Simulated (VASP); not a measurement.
# HfO2 (Fm-3m) in VASP: single point with PBE

Aim: the single point of HfO2 with PBE.

Program: VASP 6.6.1. These are calculated values, not measurements. Logs are shortened: lines on timing, memory, paths and dates and some standing lists are left out, and cuts for length are marked.

## Step 1: The cell of the first run

The structure is cubic, space group Fm-3m (No. 225). The conventional cell has a = 5.098 Å, b = 5.098 Å, c = 5.098 Å, α = 90.00°, β = 90.00°, γ = 90.00°. Within 2.9 Å of Hf (site symmetry m-3m) lie 8 O at 2.21 Å. Within 2.9 Å of O (site symmetry -43m) lie 4 Hf at 2.21 Å and 6 O at 2.55 Å.

## Step 2: Single point, PBE

Contents of INCAR:

```
PREC = Accurate ; ENCUT = 520
EDIFF = 1E-6 ; ISMEAR = 0
SIGMA = 0.02 ; LREAL = False
LASPH = True ; NELM = 60
ALGO = Normal ; ISIF = 2
LWAVE = False ; LCHARG = False
GGA = PE ; NBANDS = 18
```

Contents of KPOINTS:

```
Automatic mesh
0
Gamma
  8 8 8
```

Contents of POSCAR:

```
HfO2
1.0
    0.0000000000      2.5490681438      2.5490681438
    2.5490681438      0.0000000000      2.5490681438
    2.5490681438      2.5490681438      0.0000000000
Hf O
1 2
Direct
    0.0000000000      0.0000000000      0.0000000000
    0.2500000000      0.2500000000      0.2500000000
    0.7500000000      0.7500000000      0.7500000000
```

Potentials or basis: VASP PAW PBE potentials, release 64 (Hf_pv, O).

Started as:

```bash
$ cat potpaw_PBE.64/Hf_pv/POTCAR potpaw_PBE.64/O/POTCAR > POTCAR
$ mpirun -np 1 vasp_std > vasp.out
```

OUTCAR:

```text
PREC = Accurate
   ENCUT = 520
   EDIFF = 1E-6
   ISMEAR = 0
   LREAL = False
   LASPH = True
   NELM = 60
   ISIF = 2
   GGA = PE

 ion  position               nearest neighbor table
   1  0.000  0.000  0.000-   2 2.21   3 2.21   3 2.21   3 2.21   3 2.21   2 2.21   2 2.21   2 2.21

   2  0.250  0.250  0.250-   1 2.21   1 2.21   1 2.21   1 2.21
   3  0.750  0.750  0.750-   1 2.21   1 2.21   1 2.21   1 2.21

  LATTYP: Found a face centered cubic cell.
 ALAT       =     5.0981362876

  Lattice vectors:

 A1 = (   0.0000000000,   2.5490681438,   2.5490681438)
 A2 = (   2.5490681438,   0.0000000000,   2.5490681438)
 A3 = (   2.5490681438,   2.5490681438,   0.0000000000)

Analysis of symmetry for initial positions (statically):
=====================================================================
 Subroutine PRICEL returns:
 Original cell was already a primitive cell.

 Routine SETGRP: Setting up the symmetry group for a
 face centered cubic supercell.

 Subroutine GETGRP returns: Found 48 space group operations
 (whereof 48 operations were pure point group operations)
 out of a pool of 48 trial point group operations.

The static configuration has the point symmetry O_h .

Analysis of symmetry for dynamics (positions and initial velocities):
=====================================================================
 Subroutine PRICEL returns:
 Original cell was already a primitive cell.

 Routine SETGRP: Setting up the symmetry group for a
 face centered cubic supercell.

 Subroutine GETGRP returns: Found 48 space group operations
 (whereof 48 operations were pure point group operations)
 out of a pool of 48 trial point group operations.

The dynamic configuration has the point symmetry O_h .

 Subroutine INISYM returns: Found 48 space group operations
 (whereof 48 operations are pure point group operations),
 and found     1 'primitive' translations

----------------------------------------------------------------------------------------

                                     Primitive cell

  volume of cell :      33.1264

  direct lattice vectors                    reciprocal lattice vectors
     0.000000000  2.549068144  2.549068144    -0.196150111  0.196150111  0.196150111
     2.549068144  0.000000000  2.549068144     0.196150111 -0.196150111  0.196150111
     2.549068144  2.549068144  0.000000000     0.196150111  0.196150111 -0.196150111

  length of vectors
     3.604926740  3.604926740  3.604926740     0.339741959  0.339741959  0.339741959

  position of ions in fractional coordinates (direct lattice)
     0.000000000  0.000000000  0.000000000
     0.250000000  0.250000000  0.250000000
     0.750000000  0.750000000  0.750000000

  ion indices of the primitive-cell ions
   primitive index   ion index
                 1           1
                 2           2
                 3           3

----------------------------------------------------------------------------------------

 KPOINTS: Automatic mesh

Automatic generation of k-mesh.
 Grid dimensions read from file:
 generate k-points for:    8    8    8

 Generating k-lattice:

  Cartesian coordinates                     Fractional coordinates (reciprocal lattice)
    -0.024518764  0.024518764  0.024518764     0.125000000  0.000000000  0.000000000
     0.024518764 -0.024518764  0.024518764     0.000000000  0.125000000  0.000000000
     0.024518764  0.024518764 -0.024518764     0.000000000  0.000000000  0.125000000

  Length of vectors
     0.042467745  0.042467745  0.042467745

  Shift w.r.t. Gamma in fractional coordinates (k-lattice)
     0.000000000  0.000000000  0.000000000

 Subroutine IBZKPT returns following result:
 ===========================================

 Found     29 irreducible k-points:

 Following reciprocal coordinates:
            Coordinates               Weight
  0.000000  0.000000  0.000000      1.000000
  0.125000  0.000000  0.000000      8.000000
  0.250000  0.000000  0.000000      8.000000
  0.375000  0.000000  0.000000      8.000000
  0.500000  0.000000  0.000000      4.000000
  0.125000  0.125000  0.000000      6.000000
[... 16 lines left out ...]
  0.500000  0.250000  0.125000     48.000000
 -0.375000  0.250000  0.125000     24.000000
 [... further k-points ...]
   k-points           NKPTS =     29   k-points in BZ     NKDIM =     29   number of bands    NBANDS=     18
   number of dos      NEDOS =    301   number of ions     NIONS =      3
   total plane-waves  NPLWV =  21952
   dimension x,y,z NGX =    28 NGY =   28 NGZ =   28
   dimension x,y,z NGXF=    56 NGYF=   56 NGZF=   56
   ions per type =               1   2
   NGX,Y,Z   is equivalent  to a cutoff of  12.91, 12.91, 12.91 a.u.
   NGXF,Y,Z  is equivalent  to a cutoff of  25.83, 25.83, 25.83 a.u.
 SYSTEM =  unknown system
   PREC   = accura    normal or accurate (medium, high low for compatibility)
   ISTART =      0    job   : 0-new  1-cont  2-samecut
   ICHARG =      2    charge: 1-file 2-atom 10-const
   ISPIN  =      1    spin polarized calculation?
   LNONCOLLINEAR =      F non collinear calculations
   LSORBIT =      F    spin-orbit coupling
   LASPH  =      T    aspherical Exc in radial PAW
   ENCUT  =  520.0 eV  38.22 Ry    6.18 a.u.   6.70  6.70  6.70*2*pi/ulx,y,z
   NELM   =     60;   NELMIN=  2; NELMDL= -5     # of ELM steps
   EDIFF  = 0.1E-05   stopping-criterion for ELM
   LREAL  =      F    real-space projection
   EDIFFG = 0.1E-04   stopping-criterion for IOM
   NSW    =      0    number of steps for IOM
   IBRION =     -1    ionic relax: 0-MD 1-quasi-New 2-CG
   NFREE  =      0    steps in history (QN), initial steepest desc. (CG)
   ISIF   =      2    stress and relaxation
   ISYM   =      2    0-nonsym 1-usesym 2-fastsym
   POTIM  = 0.5000    time-step for ionic-motion
   TEBEG  =    0.0;   TEEND  =   0.0 temperature during run
   PSTRESS=    0.0 pullay stress
   NELECT =      22.0000    total number of electrons
   NUPDOWN=      -1.0000    fix difference up-down
   EMIN   =  10.00;   EMAX   =-10.00  energy-range for DOS
   EFERMI =   0.00;   METHOD = LEGACY
   ISMEAR =     0;   SIGMA  =   0.02  broadening in eV -4-tet -1-fermi 0-gaus
   EFERMI_NEDOS =   21; number of points for ismear=-14 and -15
   IALGO  =     38    algorithm
   IMIX   =      4    mixing-type and parameters
     AMIX     =   0.40;   BMIX     =  1.00
     AMIX_MAG =   1.60;   BMIX_MAG =  1.00
  volume/ion in A,a.u.               =      11.04        74.52
  Fermi-wavevector in a.u.,A,eV,Ry     =   1.428316  2.699126 27.757061  2.040086
  Thomas-Fermi vector in A             =   2.548391
   LORBIT       =      0    0 simple, 1 ext, 2 COOP (PROOUT), +10 PAW based schemes
   GGA     = PE    functional components
   LHFCALC =     F    Hartree Fock is set to
   AEXX    =    0.0000 exact exchange contribution
   IVDW    =     0    specifies the selected vdW correction
   LEPSILON=     F    determine dielectric tensor
   LRPA    =     F    only Hartree local field effects (RPA)
 non-spin polarized calculation
 Gauss-broadening in eV      SIGMA  =   0.02
  energy-cutoff  :      520.00
  volume of cell :       33.13
 maximum number of plane-waves:       911
   NGX = 13   NGY = 13   NGZ = 13

 number of electron      21.9999992 magnetization

 Free energy of the ion-electron system (eV)
  ---------------------------------------------------
  ext. energy  EPLUGINS =         0.00000000
  ---------------------------------------------------
  free energy    TOTEN  =       -30.24312449 eV

  energy without entropy =      -30.24312449  energy(sigma->0) =      -30.24312449

 E-fermi :   4.2502     XC(G=0): -11.7501

 val. band max:        4.1378548678   @ k =   0.5000   0.5000   0.0000
 cond. band min:       7.8943034841   @ k =   0.5000   0.5000   0.0000
 fundamental gap:      3.7564486163
 Fermi energy:         4.2501516723

 k-point     1 :       0.0000    0.0000    0.0000
  band No.  band energies     occupation
      1     -25.6265      2.00000
      2     -25.6265      2.00000
      3     -25.6265      2.00000
      4     -14.4915      2.00000
      5     -11.5408      2.00000
      6      -1.1034      2.00000
[... 10 lines left out ...]
     17      14.3517      0.00000
     18      17.5309      0.00000

 k-point     2 :       0.1250    0.0000    0.0000
  band No.  band energies     occupation
      1     -25.6886      2.00000
      2     -25.6333      2.00000
      3     -25.6333      2.00000
      4     -14.2918      2.00000
      5     -11.7039      2.00000
      6      -0.9562      2.00000
[... 10 lines left out ...]
     17      14.0963      0.00000
     18      17.4951      0.00000

 k-point     3 :       0.2500    0.0000    0.0000
  band No.  band energies     occupation
      1     -25.8330      2.00000
      2     -25.6497      2.00000
      3     -25.6497      2.00000
      4     -13.8163      2.00000
      5     -12.0365      2.00000
      6      -0.5910      2.00000
[... 10 lines left out ...]
     17      13.6350      0.00000
     18      16.6339      0.00000

 k-point     4 :       0.3750    0.0000    0.0000
  band No.  band energies     occupation
      1     -25.9706      2.00000
      2     -25.6660      2.00000
      3     -25.6660      2.00000
      4     -13.3990      2.00000
      5     -12.2400      2.00000
      6      -0.2256      2.00000
[... 10 lines left out ...]
     17      13.5705      0.00000
     18      16.1208      0.00000

 k-point     5 :       0.5000    0.0000    0.0000
  band No.  band energies     occupation
      1     -26.0257      2.00000
      2     -25.6727      2.00000
      3     -25.6727      2.00000
      4     -13.2823      2.00000
      5     -12.2477      2.00000
      6      -0.0826      2.00000
[... 10 lines left out ...]
     17      13.3404      0.00000
     18      16.4443      0.00000

 k-point     6 :       0.1250    0.1250    0.0000
  band No.  band energies     occupation
      1     -25.6936      2.00000
      2     -25.6433      2.00000
      3     -25.6433      2.00000
      4     -14.2216      2.00000
      5     -11.7584      2.00000
      6      -0.9387      2.00000
[... 10 lines left out ...]
     17      14.0208      0.00000
     18      17.4495      0.00000

 k-point     7 :       0.2500    0.1250    0.0000
  band No.  band energies     occupation
      1     -25.8003      2.00000
      2     -25.6620      2.00000
      3     -25.6610      2.00000
      4     -13.8246      2.00000
      5     -12.0370      2.00000
      6      -0.6660      2.00000
[... 10 lines left out ...]
     17      13.7035      0.00000
     18      17.1227      0.00000

 k-point     8 :       0.3750    0.1250    0.0000
  band No.  band energies     occupation
      1     -25.9285      2.00000
      2     -25.6884      2.00000
      3     -25.6782      2.00000
      4     -13.3612      2.00000
      5     -12.2875      2.00000
      6      -0.3498      2.00000
[... 10 lines left out ...]
     17      14.0422      0.00000
     18      16.5351      0.00000
[... 229 lines left out ...]
     17      16.0858      0.00000
     18      17.5011      0.00000

 k-point    20 :      -0.3750    0.3750    0.0000
  band No.  band energies     occupation
      1     -25.9650      2.00000
      2     -25.8384      2.00000
      3     -25.7186      2.00000
      4     -12.7336      2.00000
      5     -12.4914      2.00000
      6      -1.5807      2.00000
[... 10 lines left out ...]
     17      16.6643      0.00000
     18      17.4434      0.00000

 k-point    21 :       0.5000    0.5000    0.0000
  band No.  band energies     occupation
      1     -26.0488      2.00000
      2     -25.7405      2.00000
      3     -25.7405      2.00000
      4     -12.7803      2.00000
      5     -12.4199      2.00000
      6      -2.2233      2.00000
[... 10 lines left out ...]
     17      17.1663      0.00000
     18      17.4520      0.00000

 k-point    22 :       0.3750    0.2500    0.1250
  band No.  band energies     occupation
      1     -25.8769      2.00000
      2     -25.7156      2.00000
      3     -25.6706      2.00000
      4     -13.4110      2.00000
      5     -12.2828      2.00000
      6      -0.5994      2.00000
[... 10 lines left out ...]
     17      13.8319      0.00000
     18      17.1649      0.00000

 k-point    23 :       0.5000    0.2500    0.1250
  band No.  band energies     occupation
      1     -25.9445      2.00000
      2     -25.7667      2.00000
      3     -25.6891      2.00000
      4     -13.0342      2.00000
      5     -12.4407      2.00000
      6      -0.6034      2.00000
[... 10 lines left out ...]
     17      14.7741      0.00000
     18      16.9915      0.00000

 k-point    24 :      -0.3750    0.2500    0.1250
  band No.  band energies     occupation
      1     -25.9710      2.00000
      2     -25.7870      2.00000
      3     -25.6983      2.00000
      4     -12.9442      2.00000
      5     -12.4242      2.00000
      6      -0.6074      2.00000
[... 10 lines left out ...]
     17      15.0221      0.00000
     18      16.9631      0.00000

 [... further k-points ...]
[... 5 lines left out ...]
  --------------------------------------------------------------------------------------
  -------------------------------------------------------------------------------------
  Total       -0.7649159     -0.7649159     -0.7649159     -0.0000000      0.0000000      0.0000000
  in kB      -36.9955869    -36.9955869    -36.9955869     -0.0000000      0.0000000      0.0000000
  external PRESSURE =     -36.9955869 kB  Pullay stress =       0.0000000 kB

 VOLUME and BASIS-vectors are now :
 -----------------------------------------------------------------------------
  energy-cutoff  :      520.00
  volume of cell :       33.13
      direct lattice vectors                 reciprocal lattice vectors
     0.000000000  2.549068144  2.549068144    -0.196150111  0.196150111  0.196150111
     2.549068144  0.000000000  2.549068144     0.196150111 -0.196150111  0.196150111
     2.549068144  2.549068144  0.000000000     0.196150111  0.196150111 -0.196150111

 POSITION                                       TOTAL-FORCE (eV/Angst)
 -----------------------------------------------------------------------------------
      0.00000      0.00000      0.00000         0.000000      0.000000      0.000000
      1.27453      1.27453      1.27453        -0.000000     -0.000000     -0.000000
      3.82360      3.82360      3.82360         0.000000      0.000000     -0.000000
 -----------------------------------------------------------------------------------
    total drift:                                0.000000      0.000000      0.000000

  FREE ENERGIE OF THE ION-ELECTRON SYSTEM (eV)
  ---------------------------------------------------
  free  energy   TOTEN  =       -30.2431244888 eV

  energy  without entropy=      -30.2431244888  energy(sigma->0) =      -30.24312449
```

Run time: 7.9 s. Hardware: 1 thread of Intel Xeon 6975P-C (Granite Rapids), shared host; peak memory 0.16 GiB.

What came out:

```yaml
Free_energy: -30.2431 eV
Pressure: -3.7 GPa
Band_gap_on_the_k_mesh: 3.76 eV, direct
```

Levels at points of the mesh, in eV from the valence-band top:
```
           k point  band 9  band 10  band 11  band 12  band 13  band 14
(0.00, 0.00, 0.00)   -0.60    -0.60    -0.60     3.84     3.84     5.70
(0.50, 0.00, 0.00)   -2.69    -1.81    -1.81     4.55     4.55     6.83
(0.50, 0.50, 0.00)   -1.50    -1.50     0.00     3.76     5.41     6.48
```

Caveat: spin-orbit coupling is left out, which moves the levels of the heavy elements.
